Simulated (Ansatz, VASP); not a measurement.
**Two plane-wave programs on CoSi2**

File INCAR:

```
SYSTEM = CoSi2
PREC = Accurate ; ENCUT = 520
EDIFF = 1E-7 ; ISMEAR = 0
SIGMA = 0.15 ; LREAL = .False.
LASPH = .True. ; NELM = 80
ALGO = Normal ; ISIF = 2
LWAVE = .False. ; LCHARG = .False.
GGA = PE ; NBANDS = 16
```

KPOINTS

```
Automatic mesh
0
Gamma
  16 16 16
  0 0 0
```

File POSCAR:

```
CoSi2
1.0
    0.0000000000      2.5459421067      2.6129405832
    2.5459421067      0.0000000000      2.6129405832
    2.5459421067      2.5459421067      0.0000000000
Co Si
1 2
Direct
    0.0000000000      0.0000000000      0.0000000000
    0.2500000000      0.2500000000      0.2500000000
    0.7500000000      0.7500000000      0.7500000000
```

Input for Ansatz:

```yaml
crystal:
  lattice:
    - [0.0, 2.5459421067, 2.6129405832]
    - [2.5459421067, 0.0, 2.6129405832]
    - [2.5459421067, 2.5459421067, 0.0]
  atoms:
    - { symbol: Co, position: [0.0, 0.0, 0.0] }
    - { symbol: Si, position: [0.25, 0.25, 0.25] }
    - { symbol: Si, position: [0.75, 0.75, 0.75] }
basis:
  ecutwfc: 420
kpoints:
  mp_grid: { grid: [16, 16, 16] }
hamiltonian:
  xc: pbe
scf:
  occupations: { method: gaussian, width: 0.15 }
output:
  forces: true
  stress: true
  eigenvalues: true
```

Change from the starting cell: strain -0.050 along x and y, -0.025 along z, atoms carried along.

Alike in both runs: task single point; functional PBE; k mesh 16 × 16 × 16; occupations gaussian, width 0.15 eV; no spin polarisation.

|  | VASP | Ansatz |
| --- | --- | --- |
| version | VASP 6.6.1 | Ansatz 0.2.0 |
| potentials or method | VASP PAW PBE potentials, release 64 (Co, Si), cutoff 520 eV | scalar-relativistic, plane waves, PAW |
| valence electrons in the cell | 17 | 25 |

|  | VASP | Ansatz | Ansatz less VASP |
| --- | --- | --- | --- |
| gap on the k mesh at the Fermi level (eV) | none | none | - |
| pressure (GPa) | 30.4 | 30.6 | +0.20 |
| traceless stress, the component that is largest in VASP (GPa) | -2.13 | -2.13 | -0.005 |

A gap of «none» marks a metal or a gap that the smearing closes. Both programs put the cell under a high pressure, so it lies far from rest at this level. VASP's potentials hold 17 valence electrons a cell and Ansatz's 25, so a difference there can come from the potentials and not from the codes.
